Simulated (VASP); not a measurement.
# WSe2 in VASP: notebook, part 2 of 2

VASP 6.6.1.

## 3. Single point, PBE+D3(BJ) (layers slid over each other)

The input, INCAR:

```
SYSTEM = WSe2
  ALGO = Normal
  DIPOL = 0.5 0.5 0.399
  EDIFF = 1E-7
  ENCUT = 520
  GGA = PE
  IDIPOL = 3
  ISIF = 2
  ISMEAR = 0
  IVDW = 12
  LASPH = .True.
  LCHARG = .True.
  LDIPOL = .True.
  LELF = .True.
  LREAL = .False.
  LVACPOTAV = .True.
  LVHAR = .True.
  LWAVE = .False.
  NBANDS = 35
  NELM = 80
  PREC = Accurate
  SIGMA = 0.05
```

The input, KPOINTS:

```
k-points
0
Gamma
  9 9 1
  0 0 0
```

The input, POSCAR:

```
WSe2
1.0
    3.2854929709      0.0000000000      0.0000000000
   -1.6427464855      2.8453203767      0.0000000000
    0.0000000000      0.0000000000     24.2386466774
Se W
4 2
Direct
    0.3333333333      0.6666666667      0.1856539294
    0.3333333333      0.6666666667      0.3246601777
    0.7777777778      0.2222222222      0.4735958856
    0.7777777778      0.2222222222      0.6126021339
    0.6666666667      0.3333333333      0.2551570536
    1.1111111111     -0.1111111111      0.5430990097
```

Potentials or basis: VASP PAW PBE potentials, release 64 (Se, W_sv).

Run with:

```bash
cat potpaw_PBE.64/Se/POTCAR potpaw_PBE.64/W_sv/POTCAR > POTCAR
mpirun -np 1 vasp_std > vasp.out
```

OUTCAR:

```text
SYSTEM = WSe2
   EDIFF = 1E-7
   ENCUT = 520
   GGA = PE
   ISIF = 2
   ISMEAR = 0
   IVDW = 12
   LASPH = .True.
   LREAL = .False.
   NELM = 80
   PREC = Accurate
 IVDW          = 12

 ion  position               nearest neighbor table
   1  0.333  0.667  0.186-   5 2.54   5 2.54   5 2.54
   2  0.333  0.667  0.325-   5 2.54   5 2.54   5 2.54
   3  0.778  0.222  0.474-   6 2.54   6 2.54   6 2.54
   4  0.778  0.222  0.613-   6 2.54   6 2.54   6 2.54
   5  0.667  0.333  0.255-   2 2.54   2 2.54   2 2.54   1 2.54   1 2.54   1 2.54
   6  0.111  0.889  0.543-   3 2.54   3 2.54   3 2.54   4 2.54   4 2.54   4 2.54

  LATTYP: Found a hexagonal cell.
 ALAT       =     3.2854929709
 C/A-ratio  =     7.3774763459

  Lattice vectors:

 A1 = (   3.2854929709,   0.0000000000,   0.0000000000)
 A2 = (  -1.6427464855,   2.8453203767,   0.0000000000)
 A3 = (   0.0000000000,   0.0000000000,  24.2386466774)

Analysis of symmetry for initial positions (statically):
=====================================================================
 Subroutine PRICEL returns:
 Original cell was already a primitive cell.

 Routine SETGRP: Setting up the symmetry group for a
 hexagonal supercell.

 Subroutine GETGRP returns: Found  2 space group operations
 (whereof  2 operations were pure point group operations)
 out of a pool of 24 trial point group operations.

The static configuration has the point symmetry C_1h.

Analysis of symmetry for dynamics (positions and initial velocities):
=====================================================================
 Subroutine PRICEL returns:
 Original cell was already a primitive cell.

 Routine SETGRP: Setting up the symmetry group for a
 hexagonal supercell.

 Subroutine GETGRP returns: Found  2 space group operations
 (whereof  2 operations were pure point group operations)
 out of a pool of 24 trial point group operations.

The dynamic configuration has the point symmetry C_1h.

 Subroutine INISYM returns: Found  2 space group operations
 (whereof  2 operations are pure point group operations),
 and found     1 'primitive' translations

----------------------------------------------------------------------------------------

                                     Primitive cell

  volume of cell :     226.5897

  direct lattice vectors                    reciprocal lattice vectors
     3.285492971  0.000000000  0.000000000     0.304368327  0.175727136  0.000000000
    -1.642746486  2.845320377  0.000000000     0.000000000  0.351454271  0.000000000
     0.000000000  0.000000000 24.238646677     0.000000000  0.000000000  0.041256429

  length of vectors
     3.285492971  3.285492971 24.238646677     0.351454271  0.351454271  0.041256429

  position of ions in fractional coordinates (direct lattice)
     0.333333333  0.666666667  0.185653929
     0.333333333  0.666666667  0.324660178
     0.777777778  0.222222222  0.473595886
     0.777777778  0.222222222  0.612602134
     0.666666667  0.333333333  0.255157054
     0.111111111  0.888888889  0.543099010

  ion indices of the primitive-cell ions
   primitive index   ion index
                 1           1
                 2           2
[... 36 lines left out ...]
  0.222222  0.000000  0.000000      4.000000
 -0.222222  0.222222  0.000000      2.000000
  0.333333 -0.000000  0.000000      4.000000
[... 16 lines left out ...]
 -0.222222 -0.444444  0.000000      4.000000
  0.444444  0.333333  0.000000      4.000000
   k-points           NKPTS =     25   k-points in BZ     NKDIM =     25   number of bands    NBANDS=     35
   number of dos      NEDOS =    301   number of ions     NIONS =      6
   total plane-waves  NPLWV = 103680
   dimension x,y,z NGX =    24 NGY =   24 NGZ =  180
   dimension x,y,z NGXF=    48 NGYF=   48 NGZF=  360
   ions per type =               4   2
   NGX,Y,Z   is equivalent  to a cutoff of  12.14, 12.14, 12.35 a.u.
   NGXF,Y,Z  is equivalent  to a cutoff of  24.29, 24.29, 24.69 a.u.
 SYSTEM =  WSe2
   PREC   = accura    normal or accurate (medium, high low for compatibility)
   ISTART =      0    job   : 0-new  1-cont  2-samecut
   ICHARG =      2    charge: 1-file 2-atom 10-const
   ISPIN  =      1    spin polarized calculation?
   LNONCOLLINEAR =      F non collinear calculations
   LSORBIT =      F    spin-orbit coupling
   LASPH  =      T    aspherical Exc in radial PAW
   ENCUT  =  520.0 eV  38.22 Ry    6.18 a.u.   6.11  6.11 45.07*2*pi/ulx,y,z
   NELM   =     80;   NELMIN=  2; NELMDL= -5     # of ELM steps
   EDIFF  = 0.1E-06   stopping-criterion for ELM
   LREAL  =      F    real-space projection
   EDIFFG = 0.1E-05   stopping-criterion for IOM
   NSW    =      0    number of steps for IOM
   IBRION =     -1    ionic relax: 0-MD 1-quasi-New 2-CG
   NFREE  =      0    steps in history (QN), initial steepest desc. (CG)
   ISIF   =      2    stress and relaxation
   ISYM   =      2    0-nonsym 1-usesym 2-fastsym
   POTIM  = 0.5000    time-step for ionic-motion
   TEBEG  =    0.0;   TEEND  =   0.0 temperature during run
   PSTRESS=    0.0 pullay stress
   NELECT =      52.0000    total number of electrons
   NUPDOWN=      -1.0000    fix difference up-down
   EMIN   =  10.00;   EMAX   =-10.00  energy-range for DOS
   EFERMI =   0.00;   METHOD = LEGACY
   ISMEAR =     0;   SIGMA  =   0.05  broadening in eV -4-tet -1-fermi 0-gaus
   EFERMI_NEDOS =   21; number of points for ismear=-14 and -15
   IALGO  =     38    algorithm
   IMIX   =      4    mixing-type and parameters
     AMIX     =   0.40;   BMIX     =  1.00
     AMIX_MAG =   1.60;   BMIX_MAG =  1.00
  volume/ion in A,a.u.               =      37.76       254.85
  Fermi-wavevector in a.u.,A,eV,Ry     =   1.002296  1.894064 13.668371  1.004597
  Thomas-Fermi vector in A             =   2.134774
   LORBIT       =      0    0 simple, 1 ext, 2 COOP (PROOUT), +10 PAW based schemes
   GGA     = PE    functional components
   LHFCALC =     F    Hartree Fock is set to
   AEXX    =    0.0000 exact exchange contribution
   IVDW    =    12    specifies the selected vdW correction
   LEPSILON=     F    determine dielectric tensor
   LRPA    =     F    only Hartree local field effects (RPA)
 non-spin polarized calculation
 Gauss-broadening in eV      SIGMA  =   0.05
  energy-cutoff  :      520.00
  volume of cell :      226.59
 maximum number of plane-waves:      6144
   NGX = 13   NGY = 13   NGZ = 91

 dipolmoment           0.000000      0.000000     -0.000018 electrons x Angstroem

 number of electron      51.9999997 magnetization

 dipolmoment           0.000000      0.000000      0.000539 electrons x Angstroem

 Free energy of the ion-electron system (eV)
  ---------------------------------------------------
  ext. energy  EPLUGINS =         0.00000000
  ---------------------------------------------------
  free energy    TOTEN  =       -43.21243725 eV

  energy without entropy =      -43.21243725  energy(sigma->0) =      -43.21243725

 E-fermi :   1.1649     XC(G=0):  -6.2733

 val. band max:        0.8656184993   @ k =   0.3333   0.3333   0.0000
 cond. band min:       2.4326625920   @ k =  -0.3333   0.2222   0.0000
 fundamental gap:      1.5670440927
 Fermi energy:         1.1649115489

 k-point     1 :       0.0000    0.0000    0.0000
  band No.  band energies     occupation
      1     -73.1864      2.00000
      2     -73.1767      2.00000
      3     -37.4323      2.00000
      4     -37.4224      2.00000
      5     -37.2979      2.00000
      6     -37.2977      2.00000
[... 901 lines left out ...]
     34       5.6396      0.00000
     35       6.1617      0.00000

 [... further k-points ...]

------------------------ aborting loop because EDIFF is reached ----------------------------------------

 Edisp (eV)   -2.30329

 E8    (eV) :    -1.0589

  FORCE on cell =-STRESS in cart. coord.  units (eV):
  Direction    XX          YY          ZZ          XY          YZ          ZX
  --------------------------------------------------------------------------------------
  -------------------------------------------------------------------------------------
  Total      -0.01464     0.02537    -0.36608     0.03465     0.01484    -0.02571
  in kB      -0.10352     0.17938    -2.58847     0.24500     0.10497    -0.18181
  external pressure =       -0.84 kB  Pullay stress =        0.00 kB

 VOLUME and BASIS-vectors are now :
 -----------------------------------------------------------------------------
  energy-cutoff  :      520.00
  volume of cell :      226.59
      direct lattice vectors                 reciprocal lattice vectors
     3.285492971  0.000000000  0.000000000     0.304368327  0.175727136  0.000000000
    -1.642746486  2.845320377  0.000000000     0.000000000  0.351454271  0.000000000
     0.000000000  0.000000000 24.238646677     0.000000000  0.000000000  0.041256429

 POSITION                                       TOTAL-FORCE (eV/Angst)
 -----------------------------------------------------------------------------------
     -0.00000      1.89688      4.50000        -0.001079      0.000623     -0.037956
     -0.00000      1.89688      7.86932         0.006114     -0.003530      0.128029
      2.19033      0.63229     11.47932        -0.003144      0.001815     -0.125443
      2.19033      0.63229     14.84865        -0.000939      0.000542      0.039327
      1.64275      0.94844      6.18466         0.000917     -0.000529      0.034789
     -1.09516      2.52917     13.16399        -0.001869      0.001079     -0.038745
 -----------------------------------------------------------------------------------
    total drift:                               -0.000209      0.000121     -0.000310

  FREE ENERGIE OF THE ION-ELECTRON SYSTEM (eV)
  ---------------------------------------------------
  free  energy   TOTEN  =       -45.5157266693 eV

  energy  without entropy=      -45.5157266693  energy(sigma->0) =      -45.51572667

 vacuum level on the upper side and lower side of the slab         5.925         5.914
```

Wall time 7.4 min (1 thread of Intel Xeon 8259CL, shared host); peak memory 0.42 GiB.

What came out:

```
Free energy                : -45.5157 eV
Largest force              : 0.128 eV/Å
Band gap on the k mesh     : 1.57 eV (least direct gap 1.66 eV)
Dispersion energy per atom : -0.384 eV
```

Forces on the atoms (eV/Å):
```
Se  -0.001  0.001 -0.038
Se   0.006 -0.004  0.128
Se  -0.003  0.002 -0.125
Se  -0.001  0.001  0.039
W    0.001 -0.001  0.035
W   -0.002  0.001 -0.039
```

Caveat: the cell differs from its parent crystal (layers slid over each other); spin-orbit coupling is left out, which moves the levels of the heavy elements.

## 4. Single point, PBE+D3(BJ) (layers slid over each other)

The input, INCAR:

```
SYSTEM = WSe2
PREC = Accurate ; ENCUT = 520
EDIFF = 1E-6 ; ISMEAR = 0
SIGMA = 0.05 ; LREAL = .False.
LASPH = .True. ; NELM = 100
ALGO = Normal ; ISIF = 2
LWAVE = .False. ; LCHARG = .True.
LDIPOL = .True. ; IDIPOL = 3
DIPOL = 0.5 0.5 0.420 ; GGA = PE
IVDW = 12 ; LELF = .True.
LVHAR = .True. ; LVACPOTAV = .True.
NBANDS = 35
```

The input, KPOINTS:

```
Automatic mesh
0
Gamma
  9 9 1
  0 0 0
```

The input, POSCAR:

```
WSe2
1.0
    3.2854929709      0.0000000000      0.0000000000
   -1.6427464855      2.8453203767      0.0000000000
    0.0000000000      0.0000000000     24.2386466774
Se W
4 2
Direct
    0.3333333333      0.6666666667      0.1856539294
    0.3333333333      0.6666666667      0.3246601777
    0.7777777778      0.2222222222      0.5148523144
    0.7777777778      0.2222222222      0.6538585627
    0.6666666667      0.3333333333      0.2551570536
    1.1111111111     -0.1111111111      0.5843554385
```

Potentials or basis: VASP PAW PBE potentials, release 64 (Se, W_sv).

Run with:

```bash
cat potpaw_PBE.64/Se/POTCAR potpaw_PBE.64/W_sv/POTCAR > POTCAR
mpirun -np 1 vasp_std > vasp.out
```

OUTCAR:

```text
SYSTEM = WSe2
   PREC = Accurate
   ENCUT = 520
   EDIFF = 1E-6
   ISMEAR = 0
   LREAL = .False.
   LASPH = .True.
   NELM = 100
   ISIF = 2
   GGA = PE
   IVDW = 12
 IVDW          = 12

 ion  position               nearest neighbor table
   1  0.333  0.667  0.186-   5 2.54   5 2.54   5 2.54
   2  0.333  0.667  0.325-   5 2.54   5 2.54   5 2.54
   3  0.778  0.222  0.515-   6 2.54   6 2.54   6 2.54
   4  0.778  0.222  0.654-   6 2.54   6 2.54   6 2.54
   5  0.667  0.333  0.255-   2 2.54   2 2.54   2 2.54   1 2.54   1 2.54   1 2.54
[... 1127 lines left out ...]
  -------------------------------------------------------------------------------------
  Total       0.06743     0.06873    -0.28414     0.00113     0.00069    -0.00119
  in kB       0.47676     0.48598    -2.00910     0.00798     0.00485    -0.00840
  external pressure =       -0.35 kB  Pullay stress =        0.00 kB

 VOLUME and BASIS-vectors are now :
 -----------------------------------------------------------------------------
  energy-cutoff  :      520.00
  volume of cell :      226.59
      direct lattice vectors                 reciprocal lattice vectors
     3.285492971  0.000000000  0.000000000     0.304368327  0.175727136  0.000000000
    -1.642746486  2.845320377  0.000000000     0.000000000  0.351454271  0.000000000
     0.000000000  0.000000000 24.238646677     0.000000000  0.000000000  0.041256429

 POSITION                                       TOTAL-FORCE (eV/Angst)
 -----------------------------------------------------------------------------------
     -0.00000      1.89688      4.50000        -0.000108      0.000062     -0.043106
     -0.00000      1.89688      7.86932         0.000303     -0.000175      0.114395
      2.19033      0.63229     12.47932         0.000005     -0.000003     -0.114300
      2.19033      0.63229     15.84865        -0.000111      0.000064      0.043206
      1.64275      0.94844      6.18466         0.000022     -0.000013      0.023353
     -1.09516      2.52917     14.16399        -0.000112      0.000064     -0.023548
 -----------------------------------------------------------------------------------
    total drift:                               -0.000227      0.000131     -0.000260

  FREE ENERGIE OF THE ION-ELECTRON SYSTEM (eV)
  ---------------------------------------------------
  free  energy   TOTEN  =       -45.3957533976 eV

  energy  without entropy=      -45.3957533976  energy(sigma->0) =      -45.39575340

 vacuum level on the upper side and lower side of the slab         5.919         5.918
```

It took 6.7 min on 1 thread of Intel Xeon 8259CL, shared host; peak memory 0.42 GiB.

What came out:

```
Free energy                : -45.3958 eV
Largest force              : 0.114 eV/Å
Band gap on the k mesh     : 1.65 eV (least direct gap 1.67 eV)
Dispersion energy per atom : -0.362 eV
```

Forces in eV/Å, atoms in the order of the input:
```
Se   0.000  0.000 -0.043
Se   0.000  0.000  0.114
Se   0.000  0.000 -0.114
Se   0.000  0.000  0.043
W    0.000  0.000  0.023
W    0.000  0.000 -0.024
```

Levels at points of the mesh, in eV from the valence-band top:
| k point | band 22 | band 23 | band 24 | band 25 | band 26 | band 27 | band 28 | band 29 | band 30 | band 31 |
| --- | --- | --- | --- | --- | --- | --- | --- | --- | --- | --- |
| (0.00, 0.00, 0.00) | -1.17 | -1.17 | -1.17 | -0.50 | -0.33 | 2.99 | 2.99 | 2.99 | 2.99 | 3.14 |

Caveat: the cell differs from its parent crystal (layers slid over each other); spin-orbit coupling is left out, which moves the levels of the heavy elements.

## 5. The runs side by side

| cell | gap on the mesh (eV) | largest force (eV/Å) |
| --- | --- | --- |
| as given, atomic positions A | 1.39 | 0.04 |
| as given, atomic positions B | 1.57 | 0.13 |
| as given, atomic positions C | 1.65 | 0.11 |

Alike in all rows: task single point; level PBE+D3(BJ); potentials or basis VASP PAW PBE potentials, release 64 (Se, W_sv); no spin polarisation; k mesh 9 × 9 × 1; cutoff (eV) 520; smearing gaussian 0.05 eV.

Caveats: spin-orbit coupling is left out, which moves the levels of the heavy elements.

Absolute energies hang on the potentials; compare differences alone.
